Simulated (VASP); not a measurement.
CdSe, 2 atoms in the cell. The structure is trigonal, space group R3m (No. 160). Conventional cell: a = 4.342 Å, b = 4.342 Å, c = 10.636 Å, α = 90.00°, β = 90.00°, γ = 120.00°. Within 3.2 Å of Cd (site symmetry 3m) lie 4 Se at 2.43 to 2.74 Å. Se (site symmetry 3m) has 4 Cd at 2.43 to 2.74 Å within 3.2 Å.  This cell differs from its parent crystal: all Se atoms moved +0.225 Å, as atom 2 towards its neighbour atom 1 (Cd) at 2.659 Å.

- Program: VASP 6.6.1
- Task: single point
- Functional: PBE
- Potentials or basis: VASP PAW PBE potentials, release 64 (Cd, Se)
- Cutoff: 520 eV
- k mesh: 10 × 10 × 10
- Occupations: gaussian, width 0.05 eV
- Spin: no spin polarisation
- Dipole correction: no
- Further INCAR settings: ALGO = Normal; EDIFF = 1e-06; NBANDS = 16

Potentials or basis: VASP PAW PBE potentials, release 64 (Cd, Se).

Launch:

```console
$ cat potpaw_PBE.64/Cd/POTCAR potpaw_PBE.64/Se/POTCAR > POTCAR
$ mpirun -np 1 vasp_std > vasp.out
```

Hardware: 1 thread of AMD EPYC 7R13 (shared host).

**Question.** Estimate the wall time of this run.

**Answer.** Wall time 2.6 min on 1 thread of AMD EPYC 7R13 (shared host), peak memory 0.23 GiB. Counts: scf iterations 12, k points 116.
